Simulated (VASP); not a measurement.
The system is ZnS.

```
Zn S
1.0
     0.00000    2.70200    2.70200
     2.70200    0.00000    2.70200
     2.70200    2.70200    0.00000
Zn S
1 1
Direct
  0.75000 0.75000 0.75000
  0.00000 0.00000 0.00000
```

* Program: VASP 6.6.1
* Task: relaxation of cell and atoms
* Functional: PBE
* Potentials or basis: VASP PAW PBE potentials, release 64 (Zn, S)
* Cutoff: 600 eV
* k mesh: 9 × 9 × 9
* Occupations: fermi-dirac, width 0.05 eV
* Spin: no spin polarisation

At the start: pressure 1.8 GPa; volume 19.73 Å³/atom.

Task: Where does the relaxation end?

Result: Over 3 steps the energy falls by 2.6 meV/atom and the volume is 20.20 Å³/atom (+2.4 %); space group F-43m (No. 216, to 0.05 Å).

The path:
```tsv
step	energy change (eV)	largest force (eV/Å)	pressure (GPa)	volume (Å³)
1	0.0000	0.0000	1.76	39.45
2	-0.0046	0.0000	-0.50	40.71
3	-0.0051	0.0000	0.00	40.41
```

Final structure:
```
CELL_PARAMETERS angstrom
0.00000 2.72360 2.72360
2.72360 0.00000 2.72360
2.72360 2.72360 0.00000
ATOMIC_POSITIONS crystal
Zn 0.75000 0.75000 0.75000
S 0.00000 0.00000 0.00000
```
